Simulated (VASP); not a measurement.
# LiGa12O18 (a cell with a defect) in VASP: a series of runs, part 3 of 3

VASP 6.6.1. Earlier steps stand in the parts before.

## Step 6: Relaxation of the atoms, PBE

INCAR

```
ALGO = Normal
EDIFF = 1E-6
EDIFFG = -0.02
ENCUT = 520
GGA = PE
IBRION = 2
ISIF = 2
ISMEAR = -1
LASPH = T
LCHARG = F
LREAL = Auto
LWAVE = F
NELECT = 266.0
NELM = 80
NSW = 90
PREC = Accurate
SIGMA = 0.01
```

KPOINTS

```
k-points
0
Gamma
  1 1 1
```

POSCAR

```
LiGa12O18
1.0
    0.0000000000      9.2496621800      0.0000000000
   -1.3977182400      0.0000000000      5.7085775500
    6.2279771500     -1.5416103600      0.0067278600
Ga O Li
12 18 1
Direct
    0.1138363500      0.6858077300      0.6830181200
    0.2194969800      0.3141922700      0.3169818800
    0.3033638300      0.2052623200      0.8201829700
    0.0299695100      0.7947376800      0.1798170300
    0.4471696900      0.6858077300      0.6830181200
    0.5528303100      0.3141922700      0.3169818800
    0.6366971600      0.2052623200      0.8201829700
    0.3633028400      0.7947376800      0.1798170300
    0.7805030200      0.6858077300      0.6830181200
    0.8861636500      0.3141922700      0.3169818800
    0.9700304900      0.2052623200      0.8201829700
    0.6966361700      0.7947376800      0.1798170300
    0.1680000300      0.7433109700      0.0080001600
    0.1653333100      0.2566890300      0.9919998400
    0.2754359000      0.4356700600      0.6526153800
    0.0578974400      0.5643299400      0.3473846200
    0.0544983700      0.1091575800      0.3269902200
    0.2788349600      0.8908424200      0.6730097800
    0.5013333600      0.7433109700      0.0080001600
    0.4986666400      0.2566890300      0.9919998400
    0.6087692300      0.4356700600      0.6526153800
    0.3912307700      0.5643299400      0.3473846200
    0.3878317000      0.1091575800      0.3269902200
    0.6121683000      0.8908424200      0.6730097800
    0.8346666900      0.7433109700      0.0080001600
    0.8319999700      0.2566890300      0.9919998400
    0.9421025600      0.4356700600      0.6526153800
    0.7245641000      0.5643299400      0.3473846200
    0.7211650400      0.1091575800      0.3269902200
    0.9455016300      0.8908424200      0.6730097800
    0.8940210000      0.9181060000      0.3641240000
```

Potentials or basis: VASP PAW PBE potentials, release 64 (Ga_d, O, Li_sv).

The run is started by

```
> cat potpaw_PBE.64/Ga_d/POTCAR potpaw_PBE.64/O/POTCAR potpaw_PBE.64/Li_sv/POTCAR > POTCAR
> mpirun -np 1 vasp_gam > vasp.out
```

OUTCAR:

```text
EDIFF = 1E-6
   EDIFFG = -0.02
   ENCUT = 520
   GGA = PE
   IBRION = 2
   ISIF = 2
   ISMEAR = -1
   LASPH = T
   LREAL = Auto
   NELECT = 266.0
   NELM = 80
   NSW = 90
   PREC = Accurate

 ion  position               nearest neighbor table
   1  0.114  0.686  0.683-  30 1.97  18 1.97  13 1.97  16 2.04  27 2.11  15 2.11
   2  0.219  0.314  0.317-  23 1.97  17 1.97  14 1.97  15 2.04  16 2.11  22 2.11
   3  0.303  0.205  0.820-  18 1.86  14 1.86  20 1.86  15 1.90
   4  0.030  0.795  0.180-  17 1.86  13 1.86  25 1.86  16 1.90  31 1.96
   5  0.447  0.686  0.683-  24 1.97  18 1.97  19 1.97  22 2.04  21 2.11  15 2.11
   6  0.553  0.314  0.317-  23 1.97  29 1.97  20 1.97  21 2.04  22 2.11  28 2.11
   7  0.637  0.205  0.820-  24 1.86  20 1.86  26 1.86  21 1.90
   8  0.363  0.795  0.180-  23 1.86  19 1.86  13 1.86  22 1.90
   9  0.781  0.686  0.683-  24 1.97  30 1.97  25 1.97  28 2.04  27 2.11  21 2.11
  10  0.886  0.314  0.317-  17 1.97  29 1.97  26 1.97  27 2.04  16 2.11  28 2.11  31 2.41
  11  0.970  0.205  0.820-  30 1.86  26 1.86  14 1.86  27 1.90
  12  0.697  0.795  0.180-  29 1.86  25 1.86  19 1.86  28 1.90  31 1.96
  13  0.168  0.743  0.008-   4 1.86   8 1.86   1 1.97
  14  0.165  0.257  0.992-   3 1.86  11 1.86   2 1.97
  15  0.275  0.436  0.653-   3 1.90   2 2.04   5 2.11   1 2.11
  16  0.058  0.564  0.347-   4 1.90   1 2.04   2 2.11  10 2.11
  17  0.054  0.109  0.327-   4 1.86  31 1.95  10 1.97   2 1.97
  18  0.279  0.891  0.673-   3 1.86   1 1.97   5 1.97
  19  0.501  0.743  0.008-   8 1.86  12 1.86   5 1.97
  20  0.499  0.257  0.992-   7 1.86   3 1.86   6 1.97
  21  0.609  0.436  0.653-   7 1.90   6 2.04   5 2.11   9 2.11
  22  0.391  0.564  0.347-   8 1.90   5 2.04   6 2.11   2 2.11
  23  0.388  0.109  0.327-   8 1.86   2 1.97   6 1.97
  24  0.612  0.891  0.673-   7 1.86   9 1.97   5 1.97
  25  0.835  0.743  0.008-  12 1.86   4 1.86   9 1.97  31 2.21
  26  0.832  0.257  0.992-  11 1.86   7 1.86  10 1.97
  27  0.942  0.436  0.653-  11 1.90  10 2.04   9 2.11   1 2.11
  28  0.725  0.564  0.347-  12 1.90   9 2.04   6 2.11  10 2.11
  29  0.721  0.109  0.327-  12 1.86  31 1.95  10 1.97   6 1.97
  30  0.946  0.891  0.673-  11 1.86   1 1.97   9 1.97  31 1.97
  31  0.894  0.918  0.364-  17 1.95  29 1.95   4 1.96  12 1.96  30 1.97  25 2.21  10 2.41

  LATTYP: Found a triclinic cell.
 ALAT       =     5.8771994966
[... 218 lines left out ...]
  ---------------------------------------------------
  free energy    TOTEN  =      -181.28857127 eV

  energy without entropy =     -181.28857127  energy(sigma->0) =     -181.28857127

------------------------ aborting loop because EDIFF is reached ----------------------------------------

  FORCE on cell =-STRESS in cart. coord.  units (eV):
  Direction    XX          YY          ZZ          XY          YZ          ZX
  --------------------------------------------------------------------------------------
  -------------------------------------------------------------------------------------
  Total      -11.4553456     -0.2310386      5.3736608     -0.8090109     -0.0103581     -2.5065728
  in kB      -55.7960092     -1.1253290     26.1737042     -3.9404819     -0.0504518    -12.2088644
  external PRESSURE =     -10.2492113 kB  Pullay stress =       0.0000000 kB
[... 176 lines left out ...]
  FREE ENERGIE OF THE ION-ELECTRON SYSTEM (eV)
  ---------------------------------------------------
  free  energy   TOTEN  =      -182.4866188004 eV

  energy  without entropy=     -182.4866188004  energy(sigma->0) =     -182.48661880

[... ionic steps 4 to 37 ...]

--------------------------------------- Ionic step       38  -------------------------------------------

 number of electron     266.0000015 magnetization

------------------------ aborting loop because EDIFF is reached ----------------------------------------
[... 125 lines left out ...]
--------------------------------------- Ionic step       40  -------------------------------------------

 number of electron     266.0000017 magnetization

 Free energy of the ion-electron system (eV)
  ---------------------------------------------------
  ext. energy  EPLUGINS =         0.00000000
  ---------------------------------------------------
  free energy    TOTEN  =      -183.44725939 eV

  energy without entropy =     -183.44725939  energy(sigma->0) =     -183.44725939

 E-fermi :   4.0411     XC(G=0): -11.3908

 val. band max:        3.7047959982   @ k =   0.0000   0.0000   0.0000
 cond. band min:       5.6845368008   @ k =   0.0000   0.0000   0.0000
 fundamental gap:      1.9797408027
 Fermi energy:         4.0411246840

 k-point     1 :       0.0000    0.0000    0.0000
  band No.  band energies     occupation
      1     -39.6865      2.00000
      2     -14.9858      2.00000
      3     -14.4063      2.00000
      4     -14.3274      2.00000
      5     -14.1161      2.00000
      6     -13.9515      2.00000
[... 137 lines left out ...]
    144      10.8612      0.00000
    145      11.0374      0.00000
 [bands above 145 left out]

------------------------ aborting loop because EDIFF is reached ----------------------------------------

  FORCE on cell =-STRESS in cart. coord.  units (eV):
  Direction    XX          YY          ZZ          XY          YZ          ZX
  --------------------------------------------------------------------------------------
  -------------------------------------------------------------------------------------
  Total       -2.0868256     -2.0873505      1.9200280     -0.4813698     -0.1493350     -0.7719807
  in kB      -10.1643849    -10.1669416      9.3519570     -2.3446270     -0.7273718     -3.7601170
  external PRESSURE =      -3.6597898 kB  Pullay stress =       0.0000000 kB
[... 46 lines left out ...]
  FREE ENERGIE OF THE ION-ELECTRON SYSTEM (eV)
  ---------------------------------------------------
  free  energy   TOTEN  =      -183.4472593852 eV

  energy  without entropy=     -183.4472593852  energy(sigma->0) =     -183.44725939

 reached required accuracy - stopping structural energy minimisation
```

OSZICAR:

```text
N       E                     dE             d eps       ncg     rms          rms(c)
DAV:   1     0.550876679012E+04    0.55088E+04   -0.12750E+05   462   0.335E+03
DAV:   2     0.146026244664E+04   -0.40485E+04   -0.37585E+04   326   0.907E+02
DAV:   3     0.270071538987E+02   -0.14333E+04   -0.13371E+04   422   0.340E+02
[... 400 lines left out ...]
DAV:   2    -0.183447259334E+03   -0.34440E-03   -0.35921E-03   452   0.245E-01    0.226E-02
DAV:   3    -0.183447264605E+03   -0.52709E-05   -0.15902E-04   476   0.570E-02    0.156E-02
DAV:   4    -0.183447258910E+03    0.56952E-05   -0.19122E-05   500   0.926E-02    0.557E-03
DAV:   5    -0.183447259580E+03   -0.67004E-06   -0.15653E-05   404   0.179E-02    0.316E-03
DAV:   6    -0.183447259385E+03    0.19446E-06   -0.16168E-06   220   0.198E-02
  40 F= -.18344726E+03 E0= -.18344726E+03  d E =-.889348E-04
```

CONTCAR:

```text
LiGa12O18
   1.00000000000000
     0.0000000000000000    9.2496621799999996    0.0000000000000000
    -1.3977182399999999    0.0000000000000000    5.7085775500000002
     6.2279771500000001   -1.5416103600000000    0.0067278600000000
  Ga              O               Li
    12    18     1
Direct
     0.1183325726641860    0.6808412643215039    0.6787604271297311
     0.2224597622940054    0.2999374804208115    0.3222049488048065
     0.3050522891305731    0.2031401627872554    0.8248068629953348
     0.0306563879279372    0.7868686161147350    0.1562340859754442
     0.4457876190422242    0.6855737433740952    0.6744168669280858
     0.5503119124475798    0.3013359646559576    0.3145343785765929
[... 23 lines left out ...]
     0.9520638102621212    0.8984799947440776    0.6995499441395946
     0.9097330626426101    0.0202591539812844    0.4617241064350183

  0.00000000E+00  0.00000000E+00  0.00000000E+00
  0.00000000E+00  0.00000000E+00  0.00000000E+00
  0.00000000E+00  0.00000000E+00  0.00000000E+00
  0.00000000E+00  0.00000000E+00  0.00000000E+00
  0.00000000E+00  0.00000000E+00  0.00000000E+00
  0.00000000E+00  0.00000000E+00  0.00000000E+00
[... 23 lines left out ...]
  0.00000000E+00  0.00000000E+00  0.00000000E+00
  0.00000000E+00  0.00000000E+00  0.00000000E+00
```

It took 47 min on 1 thread of Intel Xeon Platinum 8259CL at 2.50GHz (Skylake/Cascade Lake), shared host; peak memory 0.43 GiB.

What came out:

* Free energy: -183.4473 eV
* Energy gained by relaxing: 69.6 meV/atom
* Ionic steps: 40
* Largest force after relaxing: 0.017 eV/Å

Forces on the atoms (eV/Å):
```
Ga   0.005  0.004 -0.005
Ga  -0.001  0.007  0.003
Ga  -0.002  0.004  0.005
Ga  -0.001  0.006 -0.008
Ga  -0.004 -0.001  0.001
Ga  -0.007 -0.005 -0.001
Ga  -0.006 -0.003 -0.003
Ga   0.006 -0.001  0.004
Ga   0.001 -0.002  0.000
Ga  -0.002 -0.006  0.006
Ga   0.009  0.013 -0.002
Ga  -0.002 -0.009  0.001
O    0.000 -0.010  0.000
O   -0.002 -0.017  0.000
O   -0.005 -0.003  0.003
O    0.002 -0.001  0.001
O   -0.005  0.002  0.001
O   -0.004 -0.002  0.000
O   -0.003  0.007  0.001
O    0.007  0.008  0.006
O    0.001  0.007 -0.003
O   -0.003  0.000 -0.003
O    0.000  0.001  0.001
O   -0.001 -0.002  0.002
O    0.000  0.002 -0.001
O    0.007 -0.004 -0.001
O    0.000 -0.005  0.000
O    0.004  0.004 -0.007
O    0.004  0.004 -0.001
O   -0.002  0.000 -0.002
Li   0.006  0.003  0.004
```

Step by step:
```csv
step,energy change (eV),largest force (eV/Å),pressure (GPa)
1,0.0000,5.2898,-1.02
2,-0.0575,8.8246,0.94
3,-1.1980,2.5564,-0.89
4,-1.6809,1.0045,-1.22
5,-1.6817,0.9541,-1.22
6,-1.8419,0.9135,-1.19
7,-1.8778,0.9090,-1.09
8,-1.9843,0.4471,-1.05
9,-1.9871,0.5617,-1.02
10,-2.0506,0.3500,-0.87
11,-2.0525,0.4917,-0.82
12,-2.0896,0.2394,-0.77
13,-2.0916,0.3458,-0.75
14,-2.1098,0.1811,-0.67
15,-2.1100,0.1872,-0.66
16,-2.1223,0.2230,-0.63
17,-2.1226,0.2287,-0.64
18,-2.1311,0.1741,-0.56
19,-2.1319,0.2099,-0.54
20,-2.1388,0.1184,-0.49
21,-2.1393,0.1920,-0.48
22,-2.1450,0.1031,-0.41
23,-2.1454,0.1135,-0.39
24,-2.1495,0.1049,-0.36
25,-2.1496,0.1056,-0.36
26,-2.1529,0.0790,-0.35
27,-2.1531,0.0881,-0.35
28,-2.1556,0.0627,-0.35
29,-2.1556,0.0641,-0.36
30,-2.1569,0.0447,-0.37
31,-2.1570,0.0531,-0.37
32,-2.1577,0.0457,-0.37
33,-2.1577,0.0395,-0.37
34,-2.1581,0.0327,-0.37
35,-2.1581,0.0317,-0.37
36,-2.1584,0.0239,-0.37
37,-2.1584,0.0243,-0.36
38,-2.1586,0.0219,-0.36
39,-2.1586,0.0234,-0.36
40,-2.1587,0.0173,-0.37
```

Final structure:
```
CELL_PARAMETERS angstrom
0.00000 9.24966 0.00000
-1.39772 0.00000 5.70858
6.22798 -1.54161 0.00673
ATOMIC_POSITIONS crystal
Ga 0.11833 0.68084 0.67876
Ga 0.22246 0.29994 0.32220
Ga 0.30505 0.20314 0.82481
Ga 0.03066 0.78687 0.15623
Ga 0.44579 0.68557 0.67442
Ga 0.55031 0.30134 0.31453
Ga 0.63386 0.20393 0.81667
Ga 0.36292 0.78020 0.17463
Ga 0.77805 0.67875 0.67974
Ga 0.88156 0.34977 0.30587
Ga 0.97666 0.21971 0.85057
Ga 0.68757 0.78704 0.15376
O 0.17016 0.72738 0.99684
O 0.17166 0.25964 0.00424
O 0.26919 0.42079 0.64131
O 0.05553 0.57815 0.35098
O 0.04314 0.10089 0.30559
O 0.28036 0.89185 0.67605
O 0.49467 0.72751 0.99452
O 0.50010 0.25589 0.99415
O 0.60737 0.42240 0.63737
O 0.39313 0.56140 0.35265
O 0.38640 0.09301 0.31752
O 0.61588 0.88937 0.68671
O 0.83360 0.73099 0.99869
O 0.82727 0.26784 0.99197
O 0.93917 0.41416 0.63856
O 0.72870 0.58105 0.35233
O 0.72269 0.09995 0.31118
O 0.95206 0.89848 0.69955
Li 0.90973 0.02026 0.46172
```

Caveat: the k points lie up to 1.10 Å⁻¹ apart, too coarse for converged energies, forces and pressures; the cell carries a net charge on a neutralising background, which shifts energy and pressure; the cell is charged against a uniform background, so pressure and absolute levels hang on convention; the cutoff is under 1.25 times the usual one of these potentials, so pressure, stress and relaxed cells hold a basis-set (Pulay) error.

## Step 7: Relaxation of the atoms, PBE

INCAR is that of step 6.

KPOINTS is that of step 6.

POSCAR

```
LiGa12O18
1.0
    0.0000000000      9.2496621800      0.0000000000
   -1.3977182400      0.0000000000      5.7085775500
    6.2279771500     -1.5416103600      0.0067278600
Ga O Li
12 18 1
Direct
    0.1138363500      0.6858077300      0.6830181200
    0.2236380600      0.3054818400      0.3262214600
    0.3033638300      0.2052623200      0.8201829700
    0.0299695100      0.7947376800      0.1798170300
    0.4469302400      0.6916718300      0.6782951000
    0.5513216700      0.3069363700      0.3183959300
    0.6349599300      0.2099324100      0.8205861700
    0.3638367600      0.7858512900      0.1782593700
    0.7790936500      0.6845651300      0.6835292500
    0.8861636500      0.3141922700      0.3169818800
    0.9700304900      0.2052623200      0.8201829700
    0.6966361700      0.7947376800      0.1798170300
    0.1709624800      0.7333167000      0.0009086800
    0.1653333100      0.2566890300      0.9919998400
    0.2698824200      0.4263289800      0.6449192400
    0.0578974400      0.5643299400      0.3473846200
    0.0544983700      0.1091575800      0.3269902200
    0.2788349600      0.8908424200      0.6730097800
    0.4958263300      0.7336279900     -0.0014439100
    0.5011622700      0.2621106500      0.9979600000
    0.6084296000      0.4280294000      0.6409412400
    0.3940744000      0.5673443200      0.3567349900
    0.3874549700      0.0988501000      0.3210108300
    0.6169791400      0.8951956600      0.6909093200
    0.8346666900      0.7433109700      0.0080001600
    0.8282723200      0.2736529200      0.9960961000
    0.9421025600      0.4356700600      0.6526153800
    0.7299074500      0.5871513700      0.3564269300
    0.7211650400      0.1091575800      0.3269902200
    0.9455016300      0.8908424200      0.6730097800
    1.1059790000      1.0818940000      0.6358760000
```

The run is started by

```
> cat potpaw_PBE.64/Ga_d/POTCAR potpaw_PBE.64/O/POTCAR potpaw_PBE.64/Li_sv/POTCAR > POTCAR
> mpirun -np 1 vasp_gam > vasp.out
```

Wall time 44 min (1 thread of Intel Xeon Platinum 8259CL at 2.50GHz (Skylake/Cascade Lake), shared host); peak memory 0.43 GiB.

It converged, with:

```yaml
Free_energy: -183.4470 eV
Energy_gained_by_relaxing: 74.8 meV/atom
Ionic_steps: 36
Largest_force_after_relaxing: 0.020 eV/Å
```

Forces in eV/Å, atoms in the order of the input:
```
Ga  -0.006 -0.004  0.007
Ga  -0.006 -0.002 -0.003
Ga  -0.004 -0.001  0.002
Ga  -0.013 -0.008  0.006
Ga   0.001  0.005 -0.004
Ga   0.000  0.004 -0.013
Ga  -0.001  0.004 -0.009
Ga   0.006  0.006 -0.010
Ga  -0.001  0.002  0.001
Ga  -0.005  0.001 -0.001
Ga   0.008 -0.016  0.009
Ga   0.000  0.001  0.001
O   -0.005  0.003  0.001
O    0.003  0.006 -0.003
O    0.001  0.009 -0.011
O   -0.002 -0.001  0.008
O   -0.004  0.000  0.004
O   -0.001 -0.004  0.000
O    0.017 -0.008  0.006
O    0.002  0.008 -0.005
O   -0.001  0.001 -0.004
O    0.010 -0.002 -0.002
O    0.005  0.001  0.012
O    0.001 -0.006  0.008
O    0.005  0.003  0.000
O   -0.009  0.003  0.006
O   -0.009 -0.001  0.002
O    0.003  0.004  0.003
O    0.001  0.000  0.000
O    0.004  0.004 -0.007
Li   0.002 -0.009 -0.006
```

Step by step:
```tsv
step	energy change (eV)	largest force (eV/Å)	pressure (GPa)
1	0.0000	5.6170	-0.46
2	-0.1346	9.1787	1.33
3	-1.4148	2.2221	-0.63
4	-1.8729	0.9511	-0.91
5	-1.8729	0.9462	-0.91
6	-2.0300	0.9168	-0.90
7	-2.0410	0.9465	-0.85
8	-2.1470	0.3724	-0.86
9	-2.1557	0.4831	-0.83
10	-2.2165	0.3233	-0.69
11	-2.2194	0.5104	-0.64
12	-2.2506	0.2985	-0.64
13	-2.2506	0.2900	-0.64
14	-2.2683	0.1887	-0.63
15	-2.2683	0.1889	-0.62
16	-2.2803	0.2043	-0.63
17	-2.2814	0.2113	-0.62
18	-2.2910	0.1696	-0.57
19	-2.2917	0.1743	-0.54
20	-2.2996	0.1198	-0.51
21	-2.3000	0.1416	-0.49
22	-2.3057	0.1130	-0.43
23	-2.3057	0.1251	-0.42
24	-2.3102	0.1075	-0.38
25	-2.3102	0.1296	-0.39
26	-2.3140	0.0734	-0.37
27	-2.3142	0.0928	-0.37
28	-2.3165	0.0845	-0.37
29	-2.3165	0.0785	-0.37
30	-2.3177	0.0728	-0.38
31	-2.3177	0.0655	-0.38
32	-2.3183	0.0459	-0.37
33	-2.3183	0.0330	-0.37
34	-2.3187	0.0227	-0.37
35	-2.3187	0.0246	-0.37
36	-2.3189	0.0196	-0.37
```

Final structure:
```yaml
crystal:
  lattice:
    - [0.00000, 9.24966, 0.00000]
    - [-1.39772, 0.00000, 5.70858]
    - [6.22798, -1.54161, 0.00673]
  atoms:
    - { symbol: Ga, position: [0.11849, 0.64969, 0.69452] }
    - { symbol: Ga, position: [0.22199, 0.32114, 0.32062] }
    - { symbol: Ga, position: [0.31265, 0.21297, 0.84680] }
    - { symbol: Ga, position: [0.02342, 0.77970, 0.15008] }
    - { symbol: Ga, position: [0.44974, 0.69882, 0.68562] }
    - { symbol: Ga, position: [0.55433, 0.31449, 0.32601] }
    - { symbol: Ga, position: [0.63722, 0.21960, 0.82571] }
    - { symbol: Ga, position: [0.36615, 0.79610, 0.18337] }
    - { symbol: Ga, position: [0.77762, 0.69956, 0.67818] }
    - { symbol: Ga, position: [0.88167, 0.31840, 0.32162] }
    - { symbol: Ga, position: [0.96946, 0.21248, 0.84395] }
    - { symbol: Ga, position: [0.69489, 0.79627, 0.17534] }
    - { symbol: O, position: [0.17270, 0.73226, 0.00833] }
    - { symbol: O, position: [0.16644, 0.26906, 0.00160] }
    - { symbol: O, position: [0.27125, 0.41885, 0.64802] }
    - { symbol: O, position: [0.06113, 0.58514, 0.36181] }
    - { symbol: O, position: [0.04802, 0.10100, 0.30091] }
    - { symbol: O, position: [0.27755, 0.90008, 0.68928] }
    - { symbol: O, position: [0.49986, 0.74355, 0.00572] }
    - { symbol: O, position: [0.50549, 0.27247, 0.00591] }
    - { symbol: O, position: [0.60689, 0.43850, 0.64778] }
    - { symbol: O, position: [0.39260, 0.57768, 0.36279] }
    - { symbol: O, position: [0.38420, 0.11054, 0.31337] }
    - { symbol: O, position: [0.61384, 0.90672, 0.68281] }
    - { symbol: O, position: [0.82851, 0.73958, 0.99614] }
    - { symbol: O, position: [0.83002, 0.27155, 0.00354] }
    - { symbol: O, position: [0.94446, 0.42133, 0.64939] }
    - { symbol: O, position: [0.73085, 0.57860, 0.35896] }
    - { symbol: O, position: [0.71956, 0.10757, 0.32426] }
    - { symbol: O, position: [0.95692, 0.89859, 0.69438] }
    - { symbol: Li, position: [0.09080, 0.97965, 0.53882] }
```

Levels at points of the mesh, in eV from the Fermi level:
```
           k point  band 131  band 132  band 133  band 134  band 135  band 136
(0.00, 0.00, 0.00)     -0.47     -0.46     -0.33      1.65      4.81      4.92
```

Caveat: the k points lie up to 1.10 Å⁻¹ apart, too coarse for converged energies, forces and pressures; the cell carries a net charge on a neutralising background, which shifts energy and pressure; the cell is charged against a uniform background, so pressure and absolute levels hang on convention; the cutoff is under 1.25 times the usual one of these potentials, so pressure, stress and relaxed cells hold a basis-set (Pulay) error.
